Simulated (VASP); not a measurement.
# LiF (P6_3mc) in VASP: notebook

Runs on LiF. Level: LDA. Tasks: single point.

Everything below comes from runs of VASP 6.6.1. Logs are shortened: lines on timing, memory, paths and dates and some standing lists are left out, and cuts for length are marked.

### 1 The cell of the first run

Symmetry: P6_3mc, No. 186, hexagonal system. Conventional cell: a = 3.194 Å, b = 3.194 Å, c = 4.460 Å, α = 90.00°, β = 90.00°, γ = 120.00°. Within 2.3 Å of Li (site symmetry 3m) lie 4 F at 1.75 to 1.91 Å. F (site symmetry 3m) has 4 Li at 1.75 to 1.91 Å within 2.3 Å.

### 2 Single point, LDA (volume 9.854 Å^3 an atom, c/a of the conventional cell 1.3962)

File INCAR:

```
PREC = Accurate
ENCUT = 520
EDIFF = 1E-6
ISMEAR = 0
SIGMA = 0.05
LREAL = False
LASPH = True
NELM = 100
ALGO = Normal
ISIF = 2
LWAVE = False
LCHARG = False
GGA = CA
NBANDS = 18
```

File KPOINTS:

```
regular mesh
0
Gamma
  9 9 6
```

File POSCAR:

```
LiF
1.0
    3.1944647092      0.0000000000      0.0000000000
   -1.5972323546      2.7664875897      0.0000000000
    0.0000000000      0.0000000000      4.4601116270
Li F
2 2
Direct
    0.3333333333      0.6666666667      0.3839784076
    0.6666666667      0.3333333333      0.8839784076
    0.3333333333      0.6666666667      0.9910195924
    0.6666666667      0.3333333333      0.4910195924
```

Potentials or basis: VASP PAW LDA potentials, release 64 (Li_sv, F).

The run is started by

```
cat potpaw_LDA.64/Li_sv/POTCAR potpaw_LDA.64/F/POTCAR > POTCAR
mpirun -np 1 vasp_std > vasp.out
```

OUTCAR:

```text
PREC = Accurate
   ENCUT = 520
   EDIFF = 1E-6
   ISMEAR = 0
   LREAL = False
   LASPH = True
   NELM = 100
   ISIF = 2
   GGA = CA

 ion  position               nearest neighbor table
   1  0.333  0.667  0.384-   3 1.75   4 1.91   4 1.91   4 1.91
   2  0.667  0.333  0.884-   4 1.75   3 1.91   3 1.91   3 1.91
   3  0.333  0.667  0.991-   1 1.75   2 1.91   2 1.91   2 1.91
   4  0.667  0.333  0.491-   2 1.75   1 1.91   1 1.91   1 1.91

  LATTYP: Found a hexagonal cell.
 ALAT       =     3.1944647092
 C/A-ratio  =     1.3962000000

  Lattice vectors:

 A1 = (   3.1944647092,   0.0000000000,   0.0000000000)
 A2 = (  -1.5972323546,   2.7664875897,   0.0000000000)
 A3 = (   0.0000000000,   0.0000000000,   4.4601116270)

Analysis of symmetry for initial positions (statically):
=====================================================================
 Subroutine PRICEL returns:
 Original cell was already a primitive cell.

 Routine SETGRP: Setting up the symmetry group for a
 hexagonal supercell.

 Subroutine GETGRP returns: Found 12 space group operations
 (whereof  6 operations were pure point group operations)
 out of a pool of 24 trial point group operations.

The static configuration has the point symmetry C_3v.
 The point group associated with its full space group is C_6v.

Analysis of symmetry for dynamics (positions and initial velocities):
=====================================================================
 Subroutine PRICEL returns:
 Original cell was already a primitive cell.

 Routine SETGRP: Setting up the symmetry group for a
 hexagonal supercell.

 Subroutine GETGRP returns: Found 12 space group operations
 (whereof  6 operations were pure point group operations)
 out of a pool of 24 trial point group operations.

The dynamic configuration has the point symmetry C_3v.
 The point group associated with its full space group is C_6v.

 Subroutine INISYM returns: Found 12 space group operations
 (whereof  6 operations are pure point group operations),
 and found     1 'primitive' translations

----------------------------------------------------------------------------------------

                                     Primitive cell

  volume of cell :      39.4160

[... 85 lines left out ...]
   ICHARG =      2    charge: 1-file 2-atom 10-const
   ISPIN  =      1    spin polarized calculation?
   LNONCOLLINEAR =      F non collinear calculations
   LSORBIT =      F    spin-orbit coupling
   LASPH  =      T    aspherical Exc in radial PAW
   ENCUT  =  520.0 eV  38.22 Ry    6.18 a.u.   5.94  5.94  8.29*2*pi/ulx,y,z
   NELM   =    100;   NELMIN=  2; NELMDL= -5     # of ELM steps
   EDIFF  = 0.1E-05   stopping-criterion for ELM
   LREAL  =      F    real-space projection
   EDIFFG = 0.1E-04   stopping-criterion for IOM
   NSW    =      0    number of steps for IOM
   IBRION =     -1    ionic relax: 0-MD 1-quasi-New 2-CG
   NFREE  =      0    steps in history (QN), initial steepest desc. (CG)
   ISIF   =      2    stress and relaxation
   ISYM   =      2    0-nonsym 1-usesym 2-fastsym
   POTIM  = 0.5000    time-step for ionic-motion
   TEBEG  =    0.0;   TEEND  =   0.0 temperature during run
   PSTRESS=    0.0 pullay stress
   NELECT =      20.0000    total number of electrons
   NUPDOWN=      -1.0000    fix difference up-down
   EMIN   =  10.00;   EMAX   =-10.00  energy-range for DOS
   EFERMI =   0.00;   METHOD = LEGACY
   ISMEAR =     0;   SIGMA  =   0.05  broadening in eV -4-tet -1-fermi 0-gaus
   EFERMI_NEDOS =   21; number of points for ismear=-14 and -15
   IALGO  =     38    algorithm
   IMIX   =      4    mixing-type and parameters
     AMIX     =   0.40;   BMIX     =  1.00
     AMIX_MAG =   1.60;   BMIX_MAG =  1.00
  volume/ion in A,a.u.               =       9.85        66.50
  Fermi-wavevector in a.u.,A,eV,Ry     =   1.305752  2.467513 23.197768  1.704988
  Thomas-Fermi vector in A             =   2.436600
   LORBIT       =      0    0 simple, 1 ext, 2 COOP (PROOUT), +10 PAW based schemes
   GGA     = CA    functional components
   LHFCALC =     F    Hartree Fock is set to
   AEXX    =    0.0000 exact exchange contribution
   IVDW    =     0    specifies the selected vdW correction
   LEPSILON=     F    determine dielectric tensor
   LRPA    =     F    only Hartree local field effects (RPA)
 non-spin polarized calculation
 Gauss-broadening in eV      SIGMA  =   0.05
  energy-cutoff  :      520.00
  volume of cell :       39.42
 maximum number of plane-waves:      1074
 NGX is ok and might be reduce to    24
   NGX = 11   NGY = 11   NGZ = 17

 number of electron      20.0000027 magnetization

 Free energy of the ion-electron system (eV)
  ---------------------------------------------------
  ext. energy  EPLUGINS =         0.00000000
  ---------------------------------------------------
  free energy    TOTEN  =       -20.71458569 eV

  energy without entropy =      -20.71458569  energy(sigma->0) =      -20.71458569

 E-fermi :  -2.2987     XC(G=0):  -9.5700

 val. band max:       -2.6315580585   @ k =   0.0000   0.0000   0.0000
 cond. band min:       4.7626074411   @ k =   0.0000   0.0000   0.0000
 fundamental gap:      7.3941654996
 Fermi energy:        -2.2987338017

 k-point     1 :       0.0000    0.0000    0.0000
  band No.  band energies     occupation
      1     -42.0452      2.00000
      2     -41.9762      2.00000
      3     -21.7694      2.00000
      4     -21.4232      2.00000
      5      -5.0139      2.00000
      6      -3.4174      2.00000
[... 481 lines left out ...]
      5      -4.8667      2.00000
      6      -4.0660      2.00000
[... 10 lines left out ...]
     17      15.8509      0.00000
     18      17.9546      0.00000

 [... further k-points ...]
[... 5 lines left out ...]
  --------------------------------------------------------------------------------------
  -------------------------------------------------------------------------------------
  Total       -1.5369820     -1.5369820      0.6763424      0.0000000     -0.0000000      0.0000000
  in kB      -62.4750798    -62.4750798     27.4918946      0.0000000     -0.0000000      0.0000000
  external PRESSURE =     -32.4860883 kB  Pullay stress =       0.0000000 kB

 VOLUME and BASIS-vectors are now :
 -----------------------------------------------------------------------------
  energy-cutoff  :      520.00
  volume of cell :       39.42
      direct lattice vectors                 reciprocal lattice vectors
     3.194464709  0.000000000  0.000000000     0.313041492  0.180734590  0.000000000
    -1.597232355  2.766487590  0.000000000     0.000000000  0.361469180  0.000000000
     0.000000000  0.000000000  4.460111627     0.000000000  0.000000000  0.224209635

 POSITION                                       TOTAL-FORCE (eV/Angst)
 -----------------------------------------------------------------------------------
     -0.00000      1.84433      1.71259        -0.000000      0.000000      0.458567
      1.59723      0.92216      3.94264        -0.000000      0.000000      0.458567
     -0.00000      1.84433      4.42006         0.000000     -0.000000     -0.458567
      1.59723      0.92216      2.19000        -0.000000      0.000000     -0.458567
 -----------------------------------------------------------------------------------
    total drift:                               -0.000000     -0.000001      0.000396

  FREE ENERGIE OF THE ION-ELECTRON SYSTEM (eV)
  ---------------------------------------------------
  free  energy   TOTEN  =       -20.7145856925 eV

  energy  without entropy=      -20.7145856925  energy(sigma->0) =      -20.71458569
```

OSZICAR:

```text
N       E                     dE             d eps       ncg     rms          rms(c)
DAV:   1     0.114517606156E+03    0.11452E+03   -0.10710E+04  1736   0.120E+03
DAV:   2    -0.119108055219E+02   -0.12643E+03   -0.12373E+03  2016   0.293E+02
DAV:   3    -0.220581691046E+02   -0.10147E+02   -0.10083E+02  3224   0.612E+01
DAV:   4    -0.221545578497E+02   -0.96389E-01   -0.96238E-01  2108   0.741E+00
DAV:   5    -0.221557745493E+02   -0.12167E-02   -0.12164E-02  2236   0.664E-01    0.696E+00
DAV:   6    -0.207542187254E+02    0.14016E+01   -0.36109E+00  1810   0.145E+01    0.224E+00
DAV:   7    -0.207275403935E+02    0.26678E-01   -0.10968E-01  1984   0.238E+00    0.139E+00
DAV:   8    -0.207152731486E+02    0.12267E-01   -0.45829E-02  2364   0.207E+00    0.321E-01
DAV:   9    -0.207143791382E+02    0.89401E-03   -0.56144E-03  1948   0.630E-01    0.902E-02
DAV:  10    -0.207145976400E+02   -0.21850E-03   -0.33491E-04  1884   0.153E-01    0.366E-02
DAV:  11    -0.207145858054E+02    0.11835E-04   -0.40990E-05  2222   0.613E-02    0.625E-03
DAV:  12    -0.207145856925E+02    0.11289E-06   -0.13585E-06  1654   0.124E-02
   1 F= -.20714586E+02 E0= -.20714586E+02  d E =-.331680E-23
```

Run time: 17 s. Hardware: 1 thread of Intel Xeon Platinum 8259CL at 2.50GHz (Skylake/Cascade Lake), shared host; peak memory 0.14 GiB.

What came out:

| Quantity | Value |
| --- | --- |
| Free energy | -20.7146 eV |
| Largest force | 0.459 eV/Å |
| Band gap on the k mesh | 7.39 eV, direct |

Forces on the atoms (eV/Å):
```
Li   0.000  0.000  0.459
Li   0.000  0.000  0.459
F    0.000  0.000 -0.459
F    0.000  0.000 -0.459
```

Caveat: the cutoff is under 1.25 times the usual one of these potentials, so pressure, stress and relaxed cells hold a basis-set (Pulay) error.

### 3 Single point, LDA (volume 10.150 Å^3 an atom, c/a of the conventional cell 1.4303)

File INCAR:

```
PREC     = Accurate       # precision mode
ENCUT    = 520            # plane-wave cutoff, eV
EDIFF    = 1E-6           # SCF threshold, eV
ISMEAR   = 0              # smearing method
SIGMA    = 0.05           # smearing width, eV
LREAL    = False          # projectors in reciprocal space
LASPH    = True           # aspherical terms in the spheres
NELM     = 80             # most SCF steps
ALGO     = Normal         # electronic algorithm
ISIF     = 2              # what is computed and relaxed
LWAVE    = False          # write WAVECAR
LCHARG   = True           # write CHGCAR
GGA      = CA             # functional
LELF     = True           # ELF
LVHAR    = True         
NBANDS   = 18             # bands
```

KPOINTS is that of step 2.

File POSCAR:

```
LiF
1.0
    3.2002906382      0.0000000000      0.0000000000
   -1.6001453191      2.7715329922      0.0000000000
    0.0000000000      0.0000000000      4.5773756998
Li F
2 2
Direct
    0.3333333333      0.6666666667      0.3839784076
    0.6666666667      0.3333333333      0.8839784076
    0.3333333333      0.6666666667      0.9910195924
    0.6666666667      0.3333333333      0.4910195924
```

Potentials or basis: VASP PAW LDA potentials, release 64 (Li_sv, F).

The run is started by

```
cat potpaw_LDA.64/Li_sv/POTCAR potpaw_LDA.64/F/POTCAR > POTCAR
mpirun -np 1 vasp_std > vasp.out
```

OUTCAR:

```text
PREC = Accurate
   ENCUT = 520
   EDIFF = 1E-6
   ISMEAR = 0
   LREAL = False
   LASPH = True
   NELM = 80
   ISIF = 2
   GGA = CA

 ion  position               nearest neighbor table
   1  0.333  0.667  0.384-   3 1.80   4 1.91   4 1.91   4 1.91
   2  0.667  0.333  0.884-   4 1.80   3 1.91   3 1.91   3 1.91
   3  0.333  0.667  0.991-   1 1.80   2 1.91   2 1.91   2 1.91
   4  0.667  0.333  0.491-   2 1.80   1 1.91   1 1.91   1 1.91

  LATTYP: Found a hexagonal cell.
 ALAT       =     3.2002906382
 C/A-ratio  =     1.4303000000

  Lattice vectors:

 A1 = (   3.2002906382,   0.0000000000,   0.0000000000)
 A2 = (  -1.6001453191,   2.7715329922,   0.0000000000)
 A3 = (   0.0000000000,   0.0000000000,   4.5773756998)

Analysis of symmetry for initial positions (statically):
=====================================================================
 Subroutine PRICEL returns:
 Original cell was already a primitive cell.

 Routine SETGRP: Setting up the symmetry group for a
 hexagonal supercell.

 Subroutine GETGRP returns: Found 12 space group operations
 (whereof  6 operations were pure point group operations)
 out of a pool of 24 trial point group operations.

The static configuration has the point symmetry C_3v.
 The point group associated with its full space group is C_6v.

Analysis of symmetry for dynamics (positions and initial velocities):
=====================================================================
 Subroutine PRICEL returns:
 Original cell was already a primitive cell.

 Routine SETGRP: Setting up the symmetry group for a
 hexagonal supercell.

 Subroutine GETGRP returns: Found 12 space group operations
 (whereof  6 operations were pure point group operations)
 out of a pool of 24 trial point group operations.

[... 115 lines left out ...]
   PSTRESS=    0.0 pullay stress
   NELECT =      20.0000    total number of electrons
   NUPDOWN=      -1.0000    fix difference up-down
   EMIN   =  10.00;   EMAX   =-10.00  energy-range for DOS
   EFERMI =   0.00;   METHOD = LEGACY
   ISMEAR =     0;   SIGMA  =   0.05  broadening in eV -4-tet -1-fermi 0-gaus
   EFERMI_NEDOS =   21; number of points for ismear=-14 and -15
   IALGO  =     38    algorithm
   IMIX   =      4    mixing-type and parameters
     AMIX     =   0.40;   BMIX     =  1.00
     AMIX_MAG =   1.60;   BMIX_MAG =  1.00
  volume/ion in A,a.u.               =      10.15        68.50
  Fermi-wavevector in a.u.,A,eV,Ry     =   1.292933  2.443290 22.744543  1.671677
  Thomas-Fermi vector in A             =   2.424610
   LORBIT       =      0    0 simple, 1 ext, 2 COOP (PROOUT), +10 PAW based schemes
   GGA     = CA    functional components
   LHFCALC =     F    Hartree Fock is set to
   AEXX    =    0.0000 exact exchange contribution
   IVDW    =     0    specifies the selected vdW correction
   LEPSILON=     F    determine dielectric tensor
   LRPA    =     F    only Hartree local field effects (RPA)
 non-spin polarized calculation
 Gauss-broadening in eV      SIGMA  =   0.05
  energy-cutoff  :      520.00
  volume of cell :       40.60
 maximum number of plane-waves:      1110
 NGX is ok and might be reduce to    24
   NGX = 11   NGY = 11   NGZ = 17

 number of electron      20.0000023 magnetization

 Free energy of the ion-electron system (eV)
  ---------------------------------------------------
  ext. energy  EPLUGINS =         0.00000000
  ---------------------------------------------------
  free energy    TOTEN  =       -20.71700583 eV

  energy without entropy =      -20.71700583  energy(sigma->0) =      -20.71700583

 E-fermi :  -2.4813     XC(G=0):  -9.4383

 val. band max:       -2.7794731369   @ k =   0.0000   0.0000   0.0000
 cond. band min:       4.4853544985   @ k =   0.0000   0.0000   0.0000
 fundamental gap:      7.2648276354
 Fermi energy:        -2.4812896284

 k-point     1 :       0.0000    0.0000    0.0000
  band No.  band energies     occupation
      1     -42.2533      2.00000
      2     -42.1966      2.00000
      3     -21.8548      2.00000
      4     -21.5429      2.00000
      5      -5.0656      2.00000
      6      -3.4891      2.00000
[... 481 lines left out ...]
      5      -4.9036      2.00000
      6      -4.1349      2.00000
[... 10 lines left out ...]
     17      15.3613      0.00000
     18      17.4585      0.00000

 [... further k-points ...]
[... 5 lines left out ...]
  --------------------------------------------------------------------------------------
  -------------------------------------------------------------------------------------
  Total       -1.7604186     -1.7604186     -0.2385726      0.0000000      0.0000000      0.0000000
  in kB      -69.4705127    -69.4705127     -9.4146699      0.0000000      0.0000000      0.0000000
  external PRESSURE =     -49.4518984 kB  Pullay stress =       0.0000000 kB

 VOLUME and BASIS-vectors are now :
 -----------------------------------------------------------------------------
  energy-cutoff  :      520.00
  volume of cell :       40.60
      direct lattice vectors                 reciprocal lattice vectors
     3.200290638  0.000000000  0.000000000     0.312471620  0.180405574  0.000000000
    -1.600145319  2.771532992  0.000000000     0.000000000  0.360811148  0.000000000
     0.000000000  0.000000000  4.577375700     0.000000000  0.000000000  0.218465790

 POSITION                                       TOTAL-FORCE (eV/Angst)
 -----------------------------------------------------------------------------------
     -0.00000      1.84769      1.75761        -0.000000      0.000000      0.262291
      1.60015      0.92384      4.04630         0.000000     -0.000000      0.262291
     -0.00000      1.84769      4.53627        -0.000000      0.000000     -0.262291
      1.60015      0.92384      2.24758         0.000000     -0.000000     -0.262291
 -----------------------------------------------------------------------------------
    total drift:                                0.000000      0.000000     -0.000302

  FREE ENERGIE OF THE ION-ELECTRON SYSTEM (eV)
  ---------------------------------------------------
  free  energy   TOTEN  =       -20.7170058313 eV

  energy  without entropy=      -20.7170058313  energy(sigma->0) =      -20.71700583
```

It took 18 s on 1 thread of Intel Xeon Platinum 8259CL at 2.50GHz (Skylake/Cascade Lake), shared host; peak memory 0.15 GiB.

What came out:

* Free energy: -20.7170 eV
* Largest force: 0.262 eV/Å
* Band gap on the k mesh: 7.26 eV, direct

Forces in eV/Å, atoms in the order of the input:
```
Li   0.000  0.000  0.262
Li   0.000  0.000  0.262
F    0.000  0.000 -0.262
F    0.000  0.000 -0.262
```

Caveat: the cutoff is under 1.25 times the usual one of these potentials, so pressure, stress and relaxed cells hold a basis-set (Pulay) error. A k mesh can miss the band edges.
